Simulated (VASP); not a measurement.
A run of VASP 6.6.1 is set up as follows.

The input INCAR:

```
ALGO = Normal ; EDIFF = 1E-6
ENCUT = 520 ; GGA = CA
GGA_COMPAT = F ; ISIF = 2
ISMEAR = -1 ; LASPH = T
LCHARG = T ; LMAXMIX = 4
LORBIT = 11 ; LORBMOM = T
LREAL = F ; LSORBIT = T
LVHAR = T ; LWAVE = F
MAGMOM = 0 0 0 0 0 0 ; NBANDS = 40
NELM = 150 ; PREC = Accurate
SIGMA = 0.05
```

File KPOINTS:

```
k-points
0
Gamma
  11 11 6
```

Contents of POSCAR:

```
Ru
1.0
    2.7058000000      0.0000000000      0.0000000000
   -1.3529000000      2.3432915376      0.0000000000
    0.0000000000      0.0000000000      4.2819000000
Ru
2
Direct
    0.6666666667      0.3333333333      0.7500000000
    0.3333333333      0.6666666667      0.2500000000
```

Potentials or basis: VASP PAW LDA potentials, release 64 (Ru_pv).

Launch:

```sh
$ cat potpaw_LDA.64/Ru_pv/POTCAR > POTCAR
$ mpirun -np 1 vasp_ncl > vasp.out
```

(1) Estimate the net moment.

(2) Estimate the pressure.

Results:

(1) 0.00 μB per cell.

(2) -11.2 GPa.

Caveat: the cell stands under tension.
